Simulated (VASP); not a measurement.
F:

```
F
1.0
     2.87044   -1.64031   -0.13391
     2.87044    1.64031   -0.13391
    -1.95258    0.00000    7.06808
F
4
Direct
  0.07695 0.07695 0.09528
  0.92305 0.92305 0.90472
  0.50010 0.50010 0.59558
  0.49990 0.49990 0.40442
```

This cell differs from its parent crystal: volume scaled by 0.94.

| Item | Value |
| --- | --- |
| Program | VASP 6.6.1 |
| Task | relaxation of shape and atoms at fixed volume |
| Functional | PBE |
| Dispersion | D3(BJ) |
| Potentials or basis | VASP PAW PBE potentials, release 64 (F) |
| Cutoff | 600 eV |
| k mesh | 8 × 8 × 4 |
| Occupations | gaussian, width 0.02 eV |
| Spin | no spin polarisation |

At the start: pressure 1.8 GPa; volume 16.43 Å³/atom.

Problem. Where does the relaxation end?

Solution. Over 24 steps the energy falls by 5.7 meV/atom; space group C2/m (No. 12, to 0.05 Å).

The path:
| step | energy change (eV) | largest force (eV/Å) | pressure (GPa) | volume (Å³) |
| --- | --- | --- | --- | --- |
| 1 | 0.0000 | 0.9075 | 1.85 | 65.70 |
| 2 | 0.1775 | 2.1482 | -5.60 | 65.70 |
| 3 | -0.0219 | 0.0302 | -0.29 | 65.70 |
| 4 | -0.0220 | 0.0073 | -0.24 | 65.70 |
| 5 | -0.0220 | 0.0230 | -0.19 | 65.70 |
| 6 | -0.0220 | 0.0238 | -0.19 | 65.70 |
| 7 | -0.0221 | 0.0496 | -0.20 | 65.70 |
| 8 | -0.0221 | 0.1005 | -0.18 | 65.70 |
| 9 | -0.0221 | 0.0783 | -0.17 | 65.70 |
| 10 | -0.0221 | 0.0765 | -0.18 | 65.70 |
| 11 | -0.0221 | 0.0677 | -0.19 | 65.70 |
| 12 | -0.0222 | 0.0513 | -0.21 | 65.70 |
| 13 | -0.0223 | 0.0227 | -0.23 | 65.70 |
| 14 | -0.0224 | 0.0444 | -0.25 | 65.70 |
| 15 | -0.0224 | 0.0553 | -0.27 | 65.70 |
| 16 | -0.0225 | 0.0447 | -0.24 | 65.70 |
| 17 | -0.0226 | 0.0541 | -0.14 | 65.70 |
| 18 | -0.0226 | 0.0699 | -0.11 | 65.70 |
| 19 | -0.0227 | 0.0440 | -0.13 | 65.70 |
| 20 | -0.0227 | 0.0317 | -0.14 | 65.70 |
| 21 | -0.0227 | 0.0289 | -0.14 | 65.70 |
| 22 | -0.0227 | 0.0247 | -0.13 | 65.70 |
| 23 | -0.0227 | 0.0272 | -0.14 | 65.70 |
| 24 | -0.0227 | 0.0089 | -0.17 | 65.70 |

Final structure:
```
F
1.0
     2.89267   -1.64783   -0.14460
     2.89267    1.64783   -0.14460
    -1.99791    0.00000    6.99164
F
4
Cartesian
  0.2661 0.0000 0.6626
  3.5214 0.0000 6.0399
  1.7023 0.0000 4.0381
  2.0852 0.0000 2.6643
```

Caveat: the cell differs from its parent crystal (volume scaled by 0.94).
